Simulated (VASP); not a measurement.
# Fe (Im-3m) in VASP: further runs

Aim: see how the results for Fe move with the level of theory and the settings. Levels: PBEsol-based screened hybrid, PBEsol, PBE+D4, LDA. Tasks: single point, relaxation of cell and atoms.

All numbers are computed with VASP 6.6.1; they aren't measurements. Logs are shortened: lines on timing, memory, paths and dates and some standing lists are left out, and cuts for length are marked.

**1. The cell of the first run**

Symmetry: Im-3m, No. 229, cubic system. Conventional cell: a = 2.886 Å, b = 2.886 Å, c = 2.886 Å, α = 90.00°, β = 90.00°, γ = 90.00°. Fe (site symmetry m-3m) has 14 Fe at 2.50 to 2.89 Å within 3.3 Å.

**2. Single point, PBEsol-based screened hybrid, collinear spin, ferromagnetic start**

POSCAR

```
Fe
1.0
   -1.4430000000      1.4430000000      1.4430000000
    1.4430000000     -1.4430000000      1.4430000000
    1.4430000000      1.4430000000     -1.4430000000
Fe
1
Direct
    0.0000000000      0.0000000000      0.0000000000
```

INCAR.step1

```
PREC = Accurate
ENCUT = 520
EDIFF = 1E-5
ISMEAR = -1
SIGMA = 0.05
LREAL = F
LASPH = T
NELM = 150
ALGO = Normal
ISIF = 2
LWAVE = T
LCHARG = F
ISPIN = 2
MAGMOM = 3
LORBIT = 11
LMAXMIX = 4
NBANDS = 14
GGA = PE
```

INCAR.step2

```
PREC = Accurate
ENCUT = 520
EDIFF = 1E-7
ISMEAR = -1
SIGMA = 0.05
LREAL = F
LASPH = T
NELM = 150
ALGO = Normal
ISIF = 2
LWAVE = F
LCHARG = F
ISPIN = 2
MAGMOM = 3
LORBIT = 11
LMAXMIX = 4
GGA = PS
LHFCALC = T
AEXX = 0.25
HFSCREEN = 0.207
PRECFOCK = Normal
NBANDS = 14
ISTART = 1
```

KPOINTS

```
Automatic mesh
0
Gamma
  7 7 7
```

Potentials or basis: VASP PAW PBE potentials, release 64 (Fe).

Command:

```console
cat potpaw_PBE.64/Fe/POTCAR > POTCAR
cp INCAR.step1 INCAR
mpirun -np 1 vasp_std > vasp.out
cp INCAR.step2 INCAR
mpirun -np 1 vasp_std > vasp.out
```

OUTCAR:

```text
PREC = Accurate
   ENCUT = 520
   EDIFF = 1E-7
   ISMEAR = -1
   LREAL = F
   LASPH = T
   NELM = 150
   ISIF = 2
   ISPIN = 2
   LORBIT = 11
   GGA = PS
   LHFCALC = T
   AEXX = 0.25
   HFSCREEN = 0.207
   PRECFOCK = Normal
   ISTART = 1

 ion  position               nearest neighbor table
   1  0.000  0.000  0.000-

  LATTYP: Found a body centered cubic cell.
 ALAT       =     2.8860000000

  Lattice vectors:

 A1 = (  -1.4430000000,   1.4430000000,   1.4430000000)
 A2 = (   1.4430000000,  -1.4430000000,   1.4430000000)
 A3 = (   1.4430000000,   1.4430000000,  -1.4430000000)

Analysis of symmetry for initial positions (statically):
=====================================================================
 Subroutine PRICEL returns:
 Original cell was already a primitive cell.

 Routine SETGRP: Setting up the symmetry group for a
 body centered cubic supercell.

 Subroutine GETGRP returns: Found 48 space group operations
 (whereof 48 operations were pure point group operations)
 out of a pool of 48 trial point group operations.

The static configuration has the point symmetry O_h .

Analysis of symmetry for dynamics (positions and initial velocities):
=====================================================================
 Subroutine PRICEL returns:
 Original cell was already a primitive cell.

 Routine SETGRP: Setting up the symmetry group for a
 body centered cubic supercell.

 Subroutine GETGRP returns: Found 48 space group operations
 (whereof 48 operations were pure point group operations)
 out of a pool of 48 trial point group operations.

The dynamic configuration has the point symmetry O_h .

Analysis of structural, dynamic, and magnetic symmetry:
=====================================================================
 Subroutine PRICEL returns:
 Original cell was already a primitive cell.

 Routine SETGRP: Setting up the symmetry group for a
 body centered cubic supercell.

 Subroutine GETGRP returns: Found 48 space group operations
 (whereof 48 operations were pure point group operations)
 out of a pool of 48 trial point group operations.

The overall configuration has the point symmetry O_h .

 Subroutine INISYM returns: Found 48 space group operations
 (whereof 48 operations are pure point group operations),
 and found     1 'primitive' translations

----------------------------------------------------------------------------------------

                                     Primitive cell

  volume of cell :      12.0187

  direct lattice vectors                    reciprocal lattice vectors
    -1.443000000  1.443000000  1.443000000     0.000000000  0.346500347  0.346500347
     1.443000000 -1.443000000  1.443000000     0.346500347  0.000000000  0.346500347
     1.443000000  1.443000000 -1.443000000     0.346500347  0.346500347  0.000000000

  length of vectors
     2.499349315  2.499349315  2.499349315     0.490025489  0.490025489  0.490025489

  position of ions in fractional coordinates (direct lattice)
     0.000000000  0.000000000  0.000000000

  ion indices of the primitive-cell ions
   primitive index   ion index
                 1           1

----------------------------------------------------------------------------------------

 KPOINTS: Automatic mesh

Automatic generation of k-mesh.
 Grid dimensions read from file:
 generate k-points for:    7    7    7

 Generating k-lattice:

  Cartesian coordinates                     Fractional coordinates (reciprocal lattice)
     0.000000000  0.049500050  0.049500050     0.142857143  0.000000000  0.000000000
     0.049500050  0.000000000  0.049500050     0.000000000  0.142857143  0.000000000
     0.049500050  0.049500050  0.000000000     0.000000000  0.000000000  0.142857143

  Length of vectors
     0.070003641  0.070003641  0.070003641

  Shift w.r.t. Gamma in fractional coordinates (k-lattice)
     0.000000000  0.000000000  0.000000000

 Subroutine IBZKPT returns following result:
 ===========================================

 Found     20 irreducible k-points:

 Following reciprocal coordinates:
            Coordinates               Weight
  0.000000  0.000000  0.000000      1.000000
  0.142857  0.000000  0.000000     12.000000
  0.285714  0.000000  0.000000     12.000000
  0.428571  0.000000  0.000000     12.000000
  0.142857  0.142857  0.000000     24.000000
  0.285714  0.142857  0.000000     48.000000
[... 12 lines left out ...]
 -0.428571 -0.428571  0.285714      8.000000
 -0.428571  0.428571  0.428571      6.000000
   k-points           NKPTS =     20   k-points in BZ     NKDIM =    343   number of bands    NBANDS=     14
   number of dos      NEDOS =    301   number of ions     NIONS =      1
   total plane-waves  NPLWV =   8000
   dimension x,y,z NGX =    20 NGY =   20 NGZ =   20
   dimension x,y,z NGXF=    40 NGYF=   40 NGZF=   40
   ions per type =               1
   NGX,Y,Z   is equivalent  to a cutoff of  13.30, 13.30, 13.30 a.u.
   NGXF,Y,Z  is equivalent  to a cutoff of  26.61, 26.61, 26.61 a.u.
 SYSTEM =  unknown system
   PREC   = accura    normal or accurate (medium, high low for compatibility)
   ISTART =      1    job   : 0-new  1-cont  2-samecut
   ICHARG =      0    charge: 1-file 2-atom 10-const
   ISPIN  =      2    spin polarized calculation?
   LNONCOLLINEAR =      F non collinear calculations
   LSORBIT =      F    spin-orbit coupling
   LASPH  =      T    aspherical Exc in radial PAW
   ENCUT  =  520.0 eV  38.22 Ry    6.18 a.u.   4.65  4.65  4.65*2*pi/ulx,y,z
   NELM   =    150;   NELMIN=  2; NELMDL=  0     # of ELM steps
   EDIFF  = 0.1E-06   stopping-criterion for ELM
   LREAL  =      F    real-space projection
   EDIFFG = 0.1E-05   stopping-criterion for IOM
   NSW    =      0    number of steps for IOM
   IBRION =     -1    ionic relax: 0-MD 1-quasi-New 2-CG
   NFREE  =      0    steps in history (QN), initial steepest desc. (CG)
   ISIF   =      2    stress and relaxation
   ISYM   =      3    0-nonsym 1-usesym 2-fastsym
   POTIM  = 0.5000    time-step for ionic-motion
   TEBEG  =    0.0;   TEEND  =   0.0 temperature during run
   PSTRESS=    0.0 pullay stress
   NELECT =       8.0000    total number of electrons
   NUPDOWN=      -1.0000    fix difference up-down
   EMIN   =  10.00;   EMAX   =-10.00  energy-range for DOS
   EFERMI =   0.00;   METHOD = LEGACY
   ISMEAR =    -1;   SIGMA  =   0.05  broadening in eV -4-tet -1-fermi 0-gaus
   EFERMI_NEDOS =   21; number of points for ismear=-14 and -15
   IALGO  =     38    algorithm
   IMIX   =      1    mixing-type and parameters
     AMIX     =   0.40;   BMIX     =  1.00
     AMIX_MAG =   1.60;   BMIX_MAG =  1.00
  volume/ion in A,a.u.               =      12.02        81.11
  Fermi-wavevector in a.u.,A,eV,Ry     =   1.429394  2.701162 27.798962  2.043166
  Thomas-Fermi vector in A             =   2.549352
   LORBIT       =     11    0 simple, 1 ext, 2 COOP (PROOUT), +10 PAW based schemes
   GGA     = PS    functional components
   LHFCALC =     T    Hartree Fock is set to
   PRECFOCK=normal    Normal, Fast or Accurate (Low or Medium for compatibility)
   ENCUT4O =  -1.0   cutoff for four orbital integrals eV
   NKREDX  =     1    reduce k-point grid by
   NKREDY  =     1    reduce k-point grid by
   NKREDZ  =     1    reduce k-point grid by
   AEXX    =    0.2500 exact exchange contribution
   HFSCREEN=    0.2070 screening length (either q_TF or 0.3 A-1)
   HFSCREENC=   0.2070 screening length for correlation (either q_TF or 0.3 A-1)
   ENCUTFOCK=  -1.0 apply spherical cutoff to Coloumb kernel
   IVDW    =     0    specifies the selected vdW correction
   LEPSILON=     F    determine dielectric tensor
   LRPA    =     F    only Hartree local field effects (RPA)
 spin polarized calculation
  energy-cutoff  :      520.00
  volume of cell :       12.02
 maximum number of plane-waves:       333
  NGX = 14; NGY = 14; NGZ = 14

 number of electron       7.9999995 magnetization       2.8859460

 Free energy of the ion-electron system (eV)
  ---------------------------------------------------
  ext. energy  EPLUGINS =         0.00000000
  ---------------------------------------------------
  free energy    TOTEN  =       -11.93497081 eV

  energy without entropy =      -11.92710126  energy(sigma->0) =      -11.93103603

 E-fermi :   5.3885     XC(G=0): -10.5297

 val. band max:        5.3571049277   @ k =   0.1429   0.1429   0.0000
 cond. band min:       5.5613675369   @ k =  -0.2857   0.4286   0.1429
 fundamental gap:      0.2042626093
 Fermi energy:         5.3885051644

 spin component 1

 k-point     1 :       0.0000    0.0000    0.0000
  band No.  band energies     occupation
      1      -4.0676      1.00000
      2       0.2650      1.00000
      3       0.2650      1.00000
      4       0.2650      1.00000
      5       1.5055      1.00000
      6       1.5055      1.00000
      7      30.8421      0.00000
      8      30.8421      0.00000
      9      30.8421      0.00000
     10      35.7073      0.00000
     11      35.7073      0.00000
     12      37.6437      0.00000
     13      37.6437      0.00000
     14      37.6437      0.00000

 k-point     2 :       0.1429    0.0000    0.0000
  band No.  band energies     occupation
      1      -3.1905      1.00000
      2       0.0797      1.00000
      3       0.2789      1.00000
      4       0.6877      1.00000
      5       1.3641      1.00000
      6       1.5320      1.00000
      7      26.4100      0.00000
      8      29.3307      0.00000
      9      30.2000      0.00000
     10      32.7481      0.00000
     11      33.9857      0.00000
     12      34.7890      0.00000
     13      38.0686      0.00000
     14      39.8617      0.00000
[... 274 lines left out ...]
  band No.  band energies     occupation
      1      -1.2622      1.00000
      2      -1.2622      1.00000
      3       1.2260      1.00000
      4       2.3380      1.00000
      5       2.3380      1.00000
      6      13.5903      0.00000
      7      13.5903      0.00000
      8      15.0658      0.00000
      9      24.4649      0.00000
     10      24.4649      0.00000
     11      29.3425      0.00000
     12      39.6556      0.00000
     13      47.8847      0.00000
     14      49.5961      0.00000

 k-point    20 :      -0.4286    0.4286    0.4286
  band No.  band energies     occupation
      1      -1.6114      1.00000
      2      -1.5772      1.00000
      3       2.2859      1.00000
      4       2.2859      1.00000
      5       2.4437      1.00000
      6      12.8912      0.00000
      7      16.2028      0.00000
      8      16.2028      0.00000
      9      21.1131      0.00000
     10      22.5731      0.00000
     11      27.5299      0.00000
     12      43.7955      0.00000
     13      48.8936      0.00000
     14      48.8936      0.00000
 Fermi energy:         5.3885051644

 spin component 2

 k-point     1 :       0.0000    0.0000    0.0000
  band No.  band energies     occupation
      1      -4.4336      1.00000
      2       6.3652      0.00000
      3       6.3652      0.00000
      4       6.3652      0.00000
      5       8.9298      0.00000
      6       8.9299      0.00000
      7      30.2660      0.00000
      8      30.2660      0.00000
      9      30.2660      0.00000
     10      35.9398      0.00000
     11      35.9399      0.00000
     12      39.0130      0.00000
     13      39.0130      0.00000
     14      39.0130      0.00000

 k-point     2 :       0.1429    0.0000    0.0000
  band No.  band energies     occupation
      1      -3.5414      1.00000
      2       5.9233      0.00002
      3       6.1252      0.00000
      4       6.8975      0.00000
      5       8.6080      0.00000
      6       8.9368      0.00000
      7      26.9037      0.00000
      8      29.1365      0.00000
      9      30.2409      0.00000
     10      33.9403      0.00000
     11      34.7979      0.00000
     12      34.8441      0.00000
     13      38.3567      0.00000
     14      40.7419      0.00000
[... 275 lines left out ...]
      1       3.0011      1.00000
      2       3.0012      1.00000
      3       6.9226      0.00000
      4       8.9634      0.00000
      5       8.9635      0.00000
      6      15.0814      0.00000
      7      15.0814      0.00000
      8      16.1018      0.00000
      9      25.6947      0.00000
     10      25.6947      0.00000
     11      30.2858      0.00000
     12      40.2501      0.00000
     13      48.2023      0.00000
     14      50.1703      0.00000

 k-point    20 :      -0.4286    0.4286    0.4286
  band No.  band energies     occupation
      1       2.5723      1.00000
      2       2.7758      1.00000
      3       8.8471      0.00000
      4       8.8472      0.00000
      5       9.2904      0.00000
      6      13.8161      0.00000
      7      16.6232      0.00000
      8      16.6232      0.00000
      9      23.3386      0.00000
     10      24.1870      0.00000
     11      28.5555      0.00000
     12      44.1319      0.00000
     13      49.4526      0.00000
     14      49.4526      0.00000

------------------------ aborting loop because EDIFF is reached ----------------------------------------

  FORCE on cell =-STRESS in cart. coord.  units (eV):
  Direction    XX          YY          ZZ          XY          YZ          ZX
  --------------------------------------------------------------------------------------
  -------------------------------------------------------------------------------------
  Total       -0.0503125     -0.0503125     -0.0503125      0.0000000     -0.0000000      0.0000000
  in kB       -6.7069940     -6.7069940     -6.7069940      0.0000000     -0.0000000      0.0000000
  external PRESSURE =      -6.7069940 kB  Pullay stress =       0.0000000 kB

 VOLUME and BASIS-vectors are now :
 -----------------------------------------------------------------------------
  energy-cutoff  :      520.00
  volume of cell :       12.02
      direct lattice vectors                 reciprocal lattice vectors
    -1.443000000  1.443000000  1.443000000     0.000000000  0.346500347  0.346500347
     1.443000000 -1.443000000  1.443000000     0.346500347  0.000000000  0.346500347
     1.443000000  1.443000000 -1.443000000     0.346500347  0.346500347  0.000000000

 POSITION                                       TOTAL-FORCE (eV/Angst)
 -----------------------------------------------------------------------------------
      0.00000      0.00000      0.00000        -0.000000     -0.000000      0.000000
 -----------------------------------------------------------------------------------
    total drift:                                0.000076     -0.000046     -0.000011

  FREE ENERGIE OF THE ION-ELECTRON SYSTEM (eV)
  ---------------------------------------------------
  free  energy   TOTEN  =       -11.9349708060 eV

  energy  without entropy=      -11.9271012627  energy(sigma->0) =      -11.93103603

 total charge

# of ion       s       p       d       tot
------------------------------------------
    1        0.488   0.546   6.150   7.184

 magnetization (x)

# of ion       s       p       d       tot
------------------------------------------
    1       -0.032  -0.138   3.109   2.940
```

Run time: 18 min. Hardware: 1 thread of Intel Xeon Platinum 8488C (Sapphire Rapids), shared host; peak memory 0.23 GiB.

Results:

* Free energy: -11.9350 eV
* Pressure: -0.7 GPa
* Net moment: 2.89 μB per cell
* Site moments: Fe +2.94 μB
* Valence electrons inside the program's atomic spheres: Fe 7.18

Levels at points of the mesh, in eV from the Fermi level:
Spin up:
| k point | band 1 | band 2 | band 3 | band 4 | band 5 | band 6 | band 7 | band 8 | band 9 | band 10 |
| --- | --- | --- | --- | --- | --- | --- | --- | --- | --- | --- |
| (0.00, 0.00, 0.00) | -9.46 | -5.12 | -5.12 | -5.12 | -3.88 | -3.88 | 25.45 | 25.45 | 25.45 | 30.32 |
Spin down:
| k point | band 1 | band 2 | band 3 | band 4 | band 5 | band 6 |
| --- | --- | --- | --- | --- | --- | --- |
| (0.00, 0.00, 0.00) | -9.82 | 0.98 | 0.98 | 0.98 | 3.54 | 3.54 |

Caveat: the k points lie up to 0.44 Å⁻¹ apart; the PAW data sets were made with another functional, which shifts forces and pressure a little.

(Part 1 of 3 ends here.)
